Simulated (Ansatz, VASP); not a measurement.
## One calculation of SiC, two programs

```
Si C
1.0
     0.01089    2.18386    2.18386
     2.18386    0.01089    2.18386
     2.18386    2.18386    0.01089
Si C
1 1
Direct
  0.99975 0.99975 0.99975
  0.75025 0.75025 0.75025
```

Change from the starting cell: equal xy, yz and zx engineering shears of +0.5 %.

Alike in both runs: functional PBEsol; k mesh 10 × 10 × 10; no spin polarisation.

Ansatz relaxed the structure, and its values are those at the end. VASP's run is a single point on that final structure, the one shown.

|  | VASP | Ansatz |
| --- | --- | --- |
| version | VASP 6.6.1 | Ansatz 0.2.0 |
| potentials or method | VASP PAW PBE potentials, release 64 (Si, C), cutoff 520 eV | all-electron LAPW, scalar-relativistic |
| occupations | gaussian, width 0.01 eV | fixed |

Ansatz gave:

| Property | Result |
| --- | --- |
| gap on the k mesh at the Fermi level (eV) | 1.22 |
| pressure (GPa) | 0.0 |

Question: Estimate VASP's values.

Answer: gap on the k mesh at the Fermi level (eV): 1.21; pressure (GPa): 0.4.

VASP's potentials were made for PBE, not for PBEsol. Ansatz ran all-electron here, and VASP with PAW potentials.
